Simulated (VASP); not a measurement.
Runs of VASP 6.6.1 on Sb. The structure is that of space group Pm-3m (No. 221), or close to it. The cells are those of the table. 

| task | spin | cell | k mesh | cutoff (eV) | gap on the mesh (eV) | pressure (GPa) |
| --- | --- | --- | --- | --- | --- | --- |
| single point | off | a = 3.106 Å, 1 atom | 5 × 5 × 5 | 520 | none | 0.3 |
| single point | off | a = 3.106 Å, 1 atom | 17 × 17 × 17 | 520 | none | 0.2 |
| single point | non-collinear, zero start, SOC | a = 3.106 Å, 1 atom | 10 × 10 × 10 | 500 | - | 0.2 |
| single point | off | a = 3.106 Å, 1 atom | 11 × 11 × 11 | 520 | none | 0.5 |
| single point | off | a = 3.106 Å, 1 atom | 10 × 10 × 10 | 520 | none | 0.0 |
| single point | off | a = 3.064 Å, 1 atom | 11 × 11 × 11 | 520 | none | (a) |
| single point | off | a = 3.225 Å, 1 atom | 11 × 11 × 11 | 520 | none | -4.5 |
| relaxation of cell and atoms | off | relaxed from a = 3.085 Å, 1 atom | 10 × 10 × 10 | 600 | none | 0.0 |

Alike in all rows: level PBE; potentials or basis VASP PAW PBE potentials, release 64 (Sb); smearing fermi-dirac 0.1 eV.

**Question.** Estimate the missing entries.

**Answer.** (a) 3.0.

Caveats: some runs use coarse meshes; spin-orbit coupling is left out, which moves the levels of the heavy elements (some runs).

A k mesh can miss the band edges, and rows without SOC leave out spin-orbit coupling on Sb.

A gap of «none» marks levels without a gap at the run's occupations.
